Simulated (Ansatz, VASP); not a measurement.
One calculation of SiGe, two programs

Contents of POSCAR:

```
SiGe
1.0
    4.0996738635      0.0000000000      0.0000000000
   -2.0498369318      3.5504217130      0.0000000000
    0.0000000000      0.0000000000      6.1282438500
Si Ge
2 2
Direct
    0.6666666667      0.3333333333      0.8746070000
    0.3333333333      0.6666666667      0.3746070000
    0.6666666667      0.3333333333      0.5003920000
    0.3333333333      0.6666666667      0.0003920000
```

INCAR.step1

```
ALGO = Normal
EDIFF = 1E-4
ENCUT = 520
GGA = PE
ISMEAR = 0
LASPH = True
LCHARG = False
LREAL = False
LWAVE = True
NBANDS = 26
NELM = 100
PREC = Accurate
SIGMA = 0.05
```

INCAR.step2

```
ALGO = Normal
EDIFF = 1E-7
ENCUT = 520
ISIF = 2
ISMEAR = 0
ISTART = 1
LASPH = True
LCHARG = False
LMIXTAU = True
LREAL = False
LWAVE = False
METAGGA = R2SCAN
NBANDS = 26
NELM = 100
PREC = Accurate
SIGMA = 0.05
```

File KPOINTS:

```
k-points
0
Gamma
  12 12 4
```

Input for Ansatz:

```yaml
crystal:
  lattice:
    - [4.0996738635, 0.0, 0.0]
    - [-2.0498369318, 3.550421713, 0.0]
    - [0.0, 0.0, 6.12824385]
  atoms:
    - { symbol: Si, position: [0.6666666667, 0.3333333333, 0.874607] }
    - { symbol: Si, position: [0.3333333333, 0.6666666667, 0.374607] }
    - { symbol: Ge, position: [0.6666666667, 0.3333333333, 0.500392] }
    - { symbol: Ge, position: [0.3333333333, 0.6666666667, 0.000392] }
basis:
  ecutwfc: 500
kpoints:
  mp_grid: { grid: [12, 12, 4] }
hamiltonian:
  xc: r2scan
scf:
  occupations: { method: gaussian, width: 0.05 }
output:
  forces: true
  stress: true
  eigenvalues: true
```

Change from the starting cell: strain +0.050 along x and y, -0.050 along z, atoms carried along.

Alike in both runs: task single point; functional r2SCAN; k mesh 12 × 12 × 4; occupations gaussian, width 0.05 eV; no spin polarisation.

```csv
,VASP,Ansatz
version,VASP 6.6.1,Ansatz 0.2.0
potentials or method,"VASP PAW PBE potentials, release 64 (Si, Ge_d), cutoff 520 eV","scalar-relativistic, plane waves, PAW"
valence electrons in the cell,36,36
```

Ansatz gave:

| Property | Result |
| --- | --- |
| gap on the k mesh at the Fermi level (eV) | none |
| pressure (GPa) | -2.0 |
| traceless stress, the component that is largest in VASP (GPa) | 14.31 |
| rms of the force components (eV/Å) | 0.649 |

Task: Which values does VASP return?

Result: gap on the k mesh at the Fermi level (eV): none; pressure (GPa): -2.1; traceless stress, the component that is largest in VASP (GPa): 14.33; rms of the force components (eV/Å): 0.650.

VASP's potentials were made for PBE, not for r2SCAN. Atom by atom the forces differ by 0.000 eV/Å (rms over components). A gap of «none» marks a metal or a gap that the smearing closes.
